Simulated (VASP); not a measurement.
Input of a VASP 6.6.1 run:

INCAR

```
SYSTEM = InP
PREC = Accurate ; ENCUT = 600
EDIFF = 1E-7 ; ISMEAR = -1
SIGMA = 0.05 ; LREAL = .False.
LASPH = .True. ; NELM = 100
ALGO = Normal ; ISIF = 3
LWAVE = .False. ; LCHARG = .False.
GGA = PE ; IBRION = 2
NSW = 80 ; EDIFFG = -0.02
```

File KPOINTS:

```
regular mesh
0
Gamma
  8 8 8
  0 0 0
```

The input POSCAR:

```
InP
1.0
    0.0000000000      2.9305000000      2.9305000000
    2.9305000000      0.0000000000      2.9305000000
    2.9305000000      2.9305000000      0.0000000000
In P
1 1
Direct
    0.0000000000      0.0000000000      0.0000000000
    0.7500000000      0.7500000000      0.7500000000
```

Potentials or basis: VASP PAW PBE potentials, release 64 (In_d, P).

Launch:

```sh
$ cat potpaw_PBE.64/In_d/POTCAR potpaw_PBE.64/P/POTCAR > POTCAR
$ mpirun -np 1 vasp_std > vasp.out
```

Estimate the relaxed volume.

26.44 Å³/atom.

Predict the space group after relaxing (to 0.1 Å).

F-43m (No. 216).

Predict the band gap on the k mesh.

0.44 eV.

Final structure:
```
CELL_PARAMETERS angstrom
0.00000 2.97911 2.97911
2.97911 0.00000 2.97911
2.97911 2.97911 0.00000
ATOMIC_POSITIONS crystal
In 0.00000 0.00000 0.00000
P 0.75000 0.75000 0.75000
```

Caveat: spin-orbit coupling is left out, which moves the levels of the heavy elements. Zero-point motion and thermal expansion aren't in these numbers.
